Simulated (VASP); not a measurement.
A run of VASP 6.6.1 is set up as follows.

INCAR

```
PREC = Accurate
ENCUT = 910
EDIFF = 1E-6
ISMEAR = 0
SIGMA = 0.1
LREAL = False
LASPH = True
NELM = 120
ALGO = Normal
ISIF = 2
LWAVE = False
LCHARG = False
GGA = PS
NBANDS = 16
GGA_COMPAT = False
```

KPOINTS

```
regular mesh
0
Gamma
  18 18 14
```

Contents of POSCAR:

```
WC
1.0
    2.9010143927      0.0000000000      0.0000000000
   -1.4505071963      2.5123521609      0.0000000000
    0.0000000000      0.0000000000      2.8296654398
W C
1 1
Direct
    0.0000000000      0.0000000000      0.0000000000
    0.6666666667      0.3333333333      0.5000000000
```

Potentials or basis: VASP PAW PBE potentials, release 64 (W_sv, C_h).

Run with:

```bash
$ cat potpaw_PBE.64/W_sv/POTCAR potpaw_PBE.64/C_h/POTCAR > POTCAR
$ mpirun -np 1 vasp_std > vasp.out
```

(1) Predict the band gap on the k mesh.

(2) Predict the pressure.

Answers

(1) zero (band 9 reaches 11.99 eV, above the bottom of band 10 at 10.75 eV).

(2) 0.1 GPa.

Caveat: the cutoff is under 1.25 times the usual one of these potentials, so pressure, stress and relaxed cells hold a basis-set (Pulay) error; the PAW data sets were made with another functional, which shifts forces and pressure a little; spin-orbit coupling is left out, which moves the levels of the heavy elements.
